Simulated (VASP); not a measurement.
A run of VASP 6.6.1 is set up as follows.

File POSCAR:

```
MgO
1.0
   -0.2219127173      1.9972144556      1.9972144556
    1.9972144556     -0.2219127173      1.9972144556
    1.9972144556      1.9972144556     -0.2219127173
Mg O
1 1
Direct
    0.0000000000      0.0000000000      0.0000000000
    0.5000000000      0.5000000000      0.5000000000
```

The input INCAR.step1:

```
SYSTEM = MgO
ALGO = Normal
EDIFF = 1E-4
ENCUT = 520
GGA = PE
ISMEAR = 0
LASPH = .True.
LCHARG = .False.
LREAL = .False.
LWAVE = .True.
NBANDS = 11
NELM = 60
PREC = Accurate
SIGMA = 0.05
```

File INCAR.step2:

```
SYSTEM = MgO
ALGO = Normal
EDIFF = 1E-6
ENCUT = 520
ISIF = 2
ISMEAR = 0
ISTART = 1
LASPH = .True.
LCHARG = .True.
LELF = .True.
LMIXTAU = .True.
LREAL = .False.
LVHAR = .True.
LWAVE = .False.
METAGGA = R2SCAN
NBANDS = 11
NELM = 60
PREC = Accurate
SIGMA = 0.05
```

KPOINTS

```
k-points
0
Gamma
  10 10 10
  0 0 0
```

Potentials or basis: VASP PAW PBE potentials, release 64 (Mg, O).

Run with:

```bash
$ cat potpaw_PBE.64/Mg/POTCAR potpaw_PBE.64/O/POTCAR > POTCAR
$ cp INCAR.step1 INCAR
$ mpirun -np 1 vasp_std > vasp.out
$ cp INCAR.step2 INCAR
$ mpirun -np 1 vasp_std > vasp.out
```

(1) Estimate the band gap on the k mesh.

(2) Estimate the pressure.

Results:

(1) 4.68 eV, direct.

(2) -1.1 GPa.

Caveat: the PAW data sets were made with another functional, which shifts forces and pressure a little.
